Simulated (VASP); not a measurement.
# ZrSi11O24 in VASP: single point with PBEsol

Aim: the single point of ZrSi11O24 with PBEsol.

All numbers are computed with VASP 6.6.1; they aren't measurements. Logs are shortened: lines on timing, memory, paths and dates and some standing lists are left out, and cuts for length are marked.

### Step 1. The cell of the first run

The cell holds a repeated cell, 72 atoms: a = 8.389 Å, b = 8.389 Å, c = 8.036 Å, α = 90.00°, β = 90.00°, γ = 90.00°.

### Step 2. Single point, PBEsol

INCAR reads:

```
SYSTEM = ZrSi11O24
  PREC = Accurate
  ENCUT = 520
  EDIFF = 1E-7
  ISMEAR = -1
  SIGMA = 0.05
  LREAL = Auto
  LASPH = .True.
  NELM = 100
  ALGO = Normal
  ISIF = 2
  LWAVE = .False.
  LCHARG = .True.
  GGA = PS
  LELF = .True.
  LVHAR = .True.
  ISYM = 0
  NBANDS = 242
```

KPOINTS reads:

```
Automatic mesh
0
Gamma
  1 1 1
  0.25 0.25 0.25
```

POSCAR reads:

```
ZrSi11O24
1.0
    8.3886930000      0.0000000000      0.0000000000
    0.0000000000      8.3886930000      0.0000000000
    0.0000000000      0.0000000000      8.0356430000
Si Zr O
22 2 48
Direct
    0.9998860000      0.9996690000      0.9981670000
    0.0005920000      0.9986560000      0.3334790000
    0.9998760000      0.9996540000      0.6688020000
    0.9969930000      0.5028010000      0.9921820000
    0.9969810000      0.5027750000      0.6747730000
    0.4998880000      0.9996680000      0.9981660000
    0.5005920000      0.9986590000      0.3334800000
    0.4998770000      0.9996570000      0.6688000000
    0.4969970000      0.5028060000      0.9921860000
    0.4969820000      0.5027780000      0.6747730000
    0.2484520000      0.2404560000      0.1597400000
    0.2484250000      0.2404210000      0.5072250000
    0.2505100000      0.2499450000      0.8334900000
    0.2547700000      0.7568990000      0.1625370000
    0.2547480000      0.7568850000      0.5044170000
    0.2458060000      0.7522890000      0.8334720000
    0.7484540000      0.2404590000      0.1597380000
    0.7484290000      0.2404210000      0.5072250000
    0.7505050000      0.2499430000      0.8334900000
    0.7547670000      0.7568900000      0.1625370000
    0.7547440000      0.7568770000      0.5044130000
    0.7458110000      0.7522900000      0.8334700000
    0.0178710000      0.4846810000      0.3334910000
    0.5178620000      0.4846640000      0.3334940000
    0.1555620000      0.1446910000      0.9954400000
    0.1428800000      0.1522220000      0.3334710000
    0.1555740000      0.1446820000      0.6715220000
    0.1499240000      0.6579850000      0.9987180000
    0.1683180000      0.6678250000      0.3334650000
    0.1499000000      0.6580170000      0.6681950000
    0.6555640000      0.1446900000      0.9954430000
    0.6428630000      0.1522450000      0.3334690000
    0.6555770000      0.1446810000      0.6715190000
    0.6499240000      0.6579860000      0.9987140000
    0.6683150000      0.6678140000      0.3334630000
    0.6499020000      0.6580160000      0.6681950000
    0.3482400000      0.3431040000      0.9969940000
    0.3201040000      0.3424400000      0.3334960000
    0.3482390000      0.3430940000      0.6700030000
    0.3454780000      0.8531780000      0.9969390000
    0.3541710000      0.8524870000      0.3334890000
    0.3455090000      0.8531690000      0.6700330000
    0.8482320000      0.3431070000      0.9969940000
    0.8201310000      0.3424280000      0.3334960000
    0.8482300000      0.3430950000      0.6700020000
    0.8454770000      0.8531720000      0.9969400000
    0.8541750000      0.8524740000      0.3334870000
    0.8455030000      0.8531670000      0.6700320000
    0.1016170000      0.3903330000      0.1322330000
    0.1015480000      0.3902360000      0.5347340000
    0.0964400000      0.4055820000      0.8334710000
    0.0982940000      0.9050760000      0.1654750000
    0.0982940000      0.9050750000      0.5014840000
    0.0943690000      0.9011580000      0.8334890000
    0.6016180000      0.3903310000      0.1322410000
    0.6015490000      0.3902310000      0.5347260000
    0.5964460000      0.4055870000      0.8334720000
    0.5982960000      0.9050730000      0.1654800000
    0.5982990000      0.9050760000      0.5014790000
    0.5943690000      0.9011550000      0.8334880000
    0.4023960000      0.0975690000      0.1662550000
    0.4023920000      0.0975580000      0.5007070000
    0.4052870000      0.0982670000      0.8334850000
    0.3980820000      0.6035380000      0.1491970000
    0.3979800000      0.6034620000      0.5177730000
    0.3985900000      0.5991420000      0.8334730000
    0.9023920000      0.0975660000      0.1662580000
    0.9023920000      0.0975550000      0.5007040000
    0.9052860000      0.0982690000      0.8334860000
    0.8980740000      0.6035240000      0.1491930000
    0.8979810000      0.6034560000      0.5177710000
    0.8985840000      0.5991340000      0.8334720000
```

Potentials or basis: VASP PAW PBE potentials, release 64 (Si, Zr_sv, O).

Run with:

```bash
cat potpaw_PBE.64/Si/POTCAR potpaw_PBE.64/Zr_sv/POTCAR potpaw_PBE.64/O/POTCAR > POTCAR
mpirun -np 1 vasp_std > vasp.out
```

OUTCAR:

```text
SYSTEM = ZrSi11O24
   PREC = Accurate
   ENCUT = 520
   EDIFF = 1E-7
   ISMEAR = -1
   LREAL = Auto
   LASPH = .True.
   NELM = 100
   ISIF = 2
   GGA = PS
   ISYM = 0

 ion  position               nearest neighbor table
   1  1.000  1.000  0.998-  54 1.75  69 1.75  52 1.77  67 1.78  25 1.78  46 1.79   3 2.65   2 2.69

   2  0.001  0.999  0.333-  47 1.74  26 1.76  52 1.76  53 1.76  68 1.78  67 1.78   1 2.69   3 2.69

   3  1.000  1.000  0.669-  54 1.75  69 1.75  53 1.77  68 1.78  27 1.79  48 1.79   1 2.65   2 2.69
[... 33 lines left out ...]
  20  0.755  0.757  0.163-  35 1.72  46 1.73  70 1.76  34 1.79  47 1.80  58 1.81  22 2.65  21 2.75
                            24 3.32  23 3.46
  21  0.755  0.757  0.504-  35 1.72  48 1.73  71 1.76  36 1.79  47 1.80  59 1.81  22 2.65  20 2.75
                            24 3.32  23 3.46
  22  0.746  0.752  0.833-  34 1.74  36 1.74  48 1.77  46 1.77  60 1.78  72 1.81  21 2.65  20 2.65

  23  0.018  0.485  0.333-  49 1.93  50 1.93  29 1.99  44 2.04  70 2.05  71 2.05   5 2.75   4 2.75
                            38 2.80  12 3.14  11 3.14  15 3.32  14 3.32  17 3.35  18 3.36  21 3.46
  24  0.518  0.485  0.333-  56 1.93  55 1.93  35 1.99  38 2.04  64 2.05  65 2.05  10 2.75   9 2.75
                            44 2.80  18 3.14  17 3.14  21 3.32  20 3.32  11 3.35  12 3.35  15 3.46
  25  0.156  0.145  0.995-  11 1.73  13 1.76   1 1.78
  26  0.143  0.152  0.333-   2 1.76  12 1.81  11 1.81
  27  0.156  0.145  0.672-  12 1.73  13 1.76   3 1.79
  28  0.150  0.658  0.999-  16 1.74  14 1.79   4 1.83
  29  0.168  0.668  0.333-  14 1.72  15 1.72  23 1.99
  30  0.150  0.658  0.668-  16 1.74  15 1.79   5 1.83
  31  0.656  0.145  0.995-  17 1.73  19 1.76   6 1.78
  32  0.643  0.152  0.333-   7 1.76  18 1.81  17 1.81
  33  0.656  0.145  0.672-  18 1.73  19 1.76   8 1.79
  34  0.650  0.658  0.999-  22 1.74  20 1.79   9 1.83
  35  0.668  0.668  0.333-  20 1.72  21 1.72  24 1.99
  36  0.650  0.658  0.668-  22 1.74  21 1.79  10 1.83
  37  0.348  0.343  0.997-  13 1.73  11 1.78   9 1.83
  38  0.320  0.342  0.333-  11 1.74  12 1.74  24 2.04  23 2.80
  39  0.348  0.343  0.670-  13 1.73  12 1.78  10 1.83
  40  0.345  0.853  0.997-  14 1.73  16 1.77   6 1.79
  41  0.354  0.852  0.333-   7 1.74  15 1.80  14 1.80
  42  0.346  0.853  0.670-  15 1.73  16 1.77   8 1.79
  43  0.848  0.343  0.997-  19 1.73  17 1.78   4 1.83
  44  0.820  0.342  0.333-  17 1.74  18 1.74  23 2.04  24 2.80
  45  0.848  0.343  0.670-  19 1.73  18 1.78   5 1.83
  46  0.845  0.853  0.997-  20 1.73  22 1.77   1 1.79
  47  0.854  0.852  0.333-   2 1.74  21 1.80  20 1.80
  48  0.846  0.853  0.670-  21 1.73  22 1.77   3 1.79
  49  0.102  0.390  0.132-   4 1.71  11 1.77  23 1.93
  50  0.102  0.390  0.535-   5 1.71  12 1.77  23 1.93
[... 20 lines left out ...]
  71  0.898  0.603  0.518-   5 1.73  21 1.76  23 2.05
  72  0.899  0.599  0.833-   5 1.72   4 1.72  22 1.81

IMPORTANT INFORMATION: All symmetrisations will be switched off!
NOSYMM: (Re-)initialisation of all symmetry stuff for point group C_1.

----------------------------------------------------------------------------------------

                                     Primitive cell

  volume of cell :     565.4696

  direct lattice vectors                    reciprocal lattice vectors
     8.388693000  0.000000000  0.000000000     0.119208082  0.000000000  0.000000000
     0.000000000  8.388693000  0.000000000     0.000000000  0.119208082  0.000000000
     0.000000000  0.000000000  8.035643000     0.000000000  0.000000000  0.124445548

  length of vectors
     8.388693000  8.388693000  8.035643000     0.119208082  0.119208082  0.124445548

  position of ions in fractional coordinates (direct lattice)
     0.999886000  0.999669000  0.998167000
     0.000592000  0.998656000  0.333479000
     0.999876000  0.999654000  0.668802000
     0.996993000  0.502801000  0.992182000
     0.996981000  0.502775000  0.674773000
     0.499888000  0.999668000  0.998166000
[... 64 lines left out ...]
     0.897981000  0.603456000  0.517771000
     0.898584000  0.599134000  0.833472000

  ion indices of the primitive-cell ions
   primitive index   ion index
                 1           1
[... 88 lines left out ...]
     0.119208082  0.119208082  0.124445548

  Shift w.r.t. Gamma in fractional coordinates (k-lattice)
     0.250000000  0.250000000  0.250000000

 Subroutine IBZKPT returns following result:
 ===========================================

 Found      4 irreducible k-points:

 Following reciprocal coordinates:
            Coordinates               Weight
  0.250000  0.250000  0.250000      2.000000
 -0.250000  0.250000  0.250000      2.000000
 -0.250000 -0.250000  0.250000      2.000000
  0.250000 -0.250000  0.250000      2.000000
   k-points           NKPTS =      4   k-points in BZ     NKDIM =      4   number of bands    NBANDS=    242
   number of dos      NEDOS =    301   number of ions     NIONS =     72
   total plane-waves  NPLWV = 245760
   dimension x,y,z NGX =    64 NGY =   64 NGZ =   60
   dimension x,y,z NGXF=   128 NGYF=  128 NGZF=  120
   ions per type =              22   2  48
   NGX,Y,Z   is equivalent  to a cutoff of  12.68, 12.68, 12.41 a.u.
   NGXF,Y,Z  is equivalent  to a cutoff of  25.37, 25.37, 24.83 a.u.
 SYSTEM =  ZrSi11O24
   PREC   = accura    normal or accurate (medium, high low for compatibility)
   ISTART =      0    job   : 0-new  1-cont  2-samecut
   ICHARG =      2    charge: 1-file 2-atom 10-const
   ISPIN  =      1    spin polarized calculation?
   LNONCOLLINEAR =      F non collinear calculations
   LSORBIT =      F    spin-orbit coupling
   LASPH  =      T    aspherical Exc in radial PAW
   ENCUT  =  520.0 eV  38.22 Ry    6.18 a.u.  15.60 15.60 14.94*2*pi/ulx,y,z
   NELM   =    100;   NELMIN=  2; NELMDL= -5     # of ELM steps
   EDIFF  = 0.1E-06   stopping-criterion for ELM
   LREAL  =      T    real-space projection
   EDIFFG = 0.1E-05   stopping-criterion for IOM
   NSW    =      0    number of steps for IOM
   IBRION =     -1    ionic relax: 0-MD 1-quasi-New 2-CG
   NFREE  =      0    steps in history (QN), initial steepest desc. (CG)
   ISIF   =      2    stress and relaxation
   ISYM   =      0    0-nonsym 1-usesym 2-fastsym
   POTIM  = 0.5000    time-step for ionic-motion
   TEBEG  =    0.0;   TEEND  =   0.0 temperature during run
   PSTRESS=    0.0 pullay stress
   NELECT =     400.0000    total number of electrons
   NUPDOWN=      -1.0000    fix difference up-down
   EMIN   =  10.00;   EMAX   =-10.00  energy-range for DOS
   EFERMI =   0.00;   METHOD = LEGACY
   ISMEAR =    -1;   SIGMA  =   0.05  broadening in eV -4-tet -1-fermi 0-gaus
   EFERMI_NEDOS =   21; number of points for ismear=-14 and -15
   IALGO  =     38    algorithm
   IMIX   =      4    mixing-type and parameters
     AMIX     =   0.40;   BMIX     =  1.00
     AMIX_MAG =   1.60;   BMIX_MAG =  1.00
  volume/ion in A,a.u.               =       7.85        53.00
  Fermi-wavevector in a.u.,A,eV,Ry     =   1.458675  2.756495 28.949545  2.127732
  Thomas-Fermi vector in A             =   2.575331
   LORBIT       =      0    0 simple, 1 ext, 2 COOP (PROOUT), +10 PAW based schemes
   GGA     = PS    functional components
   LHFCALC =     F    Hartree Fock is set to
   AEXX    =    0.0000 exact exchange contribution
   IVDW    =     0    specifies the selected vdW correction
   LEPSILON=     F    determine dielectric tensor
   LRPA    =     F    only Hartree local field effects (RPA)
 non-spin polarized calculation
  energy-cutoff  :      520.00
  volume of cell :      565.47
 maximum number of plane-waves:     15222
 NGX is ok and might be reduce to    64
   NGX = 31   NGY = 31   NGZ = 29

 number of electron     399.9999933 magnetization

 Free energy of the ion-electron system (eV)
  ---------------------------------------------------
  ext. energy  EPLUGINS =         0.00000000
  ---------------------------------------------------
  free energy    TOTEN  =      -592.33432078 eV

  energy without entropy =     -592.33432078  energy(sigma->0) =     -592.33432078

 E-fermi :   9.4647     XC(G=0): -12.5833

 val. band max:        8.1242309195   @ k =  -0.2500  -0.2500   0.2500
 cond. band min:      12.4289518562   @ k =  -0.2500  -0.2500   0.2500
 fundamental gap:      4.3047209367
 Fermi energy:         9.4647057377

 k-point     1 :       0.2500    0.2500    0.2500
  band No.  band energies     occupation
      1     -39.3063      2.00000
      2     -39.3048      2.00000
      3     -18.4476      2.00000
      4     -18.4334      2.00000
      5     -17.9253      2.00000
      6     -17.9244      2.00000
[... 849 lines left out ...]
    211      15.8323      0.00000
    212      15.8586      0.00000
 [bands above 212 left out]

------------------------ aborting loop because EDIFF is reached ----------------------------------------

  FORCE on cell =-STRESS in cart. coord.  units (eV):
  Direction    XX          YY          ZZ          XY          YZ          ZX
  --------------------------------------------------------------------------------------
  -------------------------------------------------------------------------------------
  Total       46.1705540     43.8678347     79.6058536     13.8706428     -0.0268188     -0.0240895
  in kB      130.8176767    124.2932502    225.5518275     39.3004872     -0.0759871     -0.0682541
  external PRESSURE =     160.2209181 kB  Pullay stress =       0.0000000 kB

 VOLUME and BASIS-vectors are now :
 -----------------------------------------------------------------------------
  energy-cutoff  :      520.00
  volume of cell :      565.47
      direct lattice vectors                 reciprocal lattice vectors
     8.388693000  0.000000000  0.000000000     0.119208082  0.000000000  0.000000000
     0.000000000  8.388693000  0.000000000     0.000000000  0.119208082  0.000000000
     0.000000000  0.000000000  8.035643000     0.000000000  0.000000000  0.124445548

 POSITION                                       TOTAL-FORCE (eV/Angst)
 -----------------------------------------------------------------------------------
      8.38774      8.38592      8.02091        -0.002109      0.001881      0.003734
      0.00497      8.37742      2.67972        -0.004179      0.006828      0.000373
      8.38765      8.38579      5.37425         0.000553      0.005215     -0.005119
      8.36347      4.21784      7.97282        -0.004526      0.001183      0.034501
      8.36337      4.21763      5.42223        -0.008001      0.001439     -0.033839
      4.19341      8.38591      8.02091        -0.001755      0.001746      0.003963
[... 64 lines left out ...]
      7.53289      5.06221      4.16062        -0.013833      0.019630     -0.012728
      7.53795      5.02595      6.69748        -0.047418      0.045982     -0.000273
 -----------------------------------------------------------------------------------
    total drift:                                0.023165      0.037388      0.002785

  FREE ENERGIE OF THE ION-ELECTRON SYSTEM (eV)
  ---------------------------------------------------
  free  energy   TOTEN  =      -592.3343207757 eV

  energy  without entropy=     -592.3343207757  energy(sigma->0) =     -592.33432078
```

Wall time 17 min (1 thread of Intel Xeon Platinum 8488C (Sapphire Rapids), shared host); peak memory 0.73 GiB.

What came out:

| Property | Result |
| --- | --- |
| Free energy | -592.3343 eV |
| Pressure | 16.0 GPa |
| Largest force | 0.070 eV/Å |
| Band gap on the k mesh | 4.30 eV |

Forces on the atoms (eV/Å):
```
Si  -0.002  0.002  0.004
Si  -0.004  0.007  0.000
Si   0.001  0.005 -0.005
Si  -0.005  0.001  0.035
Si  -0.008  0.001 -0.034
Si  -0.002  0.002  0.004
Si  -0.004  0.007  0.000
Si   0.001  0.005 -0.005
Si  -0.005  0.001  0.034
Si  -0.007  0.001 -0.034
Si  -0.005  0.009  0.016
Si   0.001  0.013 -0.014
Si  -0.026 -0.007 -0.001
Si  -0.009  0.000  0.011
Si  -0.007  0.003 -0.012
Si   0.028  0.005  0.000
Si  -0.004  0.009  0.017
Si   0.001  0.013 -0.015
Si  -0.025 -0.006 -0.001
Si  -0.009  0.000  0.011
Si  -0.006  0.003 -0.012
Si   0.027  0.005  0.001
Zr  -0.035  0.027 -0.001
Zr  -0.035  0.029 -0.001
O   -0.025 -0.024 -0.010
O    0.010  0.008  0.000
O   -0.028 -0.030  0.013
O   -0.026 -0.027  0.012
O   -0.014 -0.010  0.002
O   -0.029 -0.033 -0.007
O   -0.025 -0.024 -0.011
O    0.011  0.007  0.000
O   -0.029 -0.030  0.014
O   -0.026 -0.027  0.012
O   -0.015 -0.010  0.002
O   -0.029 -0.033 -0.008
O    0.037  0.038  0.009
O    0.014  0.013 -0.001
O    0.031  0.035 -0.014
O    0.025  0.028 -0.015
O   -0.009 -0.004  0.000
O    0.019  0.023  0.010
O    0.037  0.037  0.009
O    0.013  0.013 -0.001
O    0.032  0.035 -0.014
O    0.026  0.029 -0.015
O   -0.009 -0.003  0.000
O    0.020  0.024  0.009
O    0.039 -0.050 -0.026
O    0.042 -0.042  0.028
O    0.051 -0.048  0.001
O    0.016 -0.017  0.005
O    0.017 -0.016 -0.005
O    0.025 -0.024 -0.003
O    0.039 -0.049 -0.027
O    0.041 -0.041  0.030
O    0.050 -0.049  0.001
O    0.016 -0.016  0.004
O    0.017 -0.016 -0.005
O    0.025 -0.024 -0.003
O   -0.004  0.002  0.010
O   -0.004  0.002 -0.009
O   -0.032  0.026  0.001
O   -0.023  0.016  0.012
O   -0.013  0.019 -0.013
O   -0.048  0.045  0.000
O   -0.003  0.002  0.009
O   -0.004  0.002 -0.009
O   -0.032  0.026  0.001
O   -0.022  0.017  0.012
O   -0.014  0.020 -0.013
O   -0.047  0.046  0.000
```

Stress tensor (GPa, compression positive):
```
13.08  3.93 -0.01
 3.93 12.43 -0.01
-0.01 -0.01 22.56
```

Levels at points of the mesh, in eV from the valence-band top:
```tsv
k point	band 198	band 199	band 200	band 201	band 202	band 203
(0.25, 0.25, 0.25)	-0.61	-0.54	0.00	4.30	4.39	4.76
```

Caveat: the PAW data sets were made with another functional, which shifts forces and pressure a little.
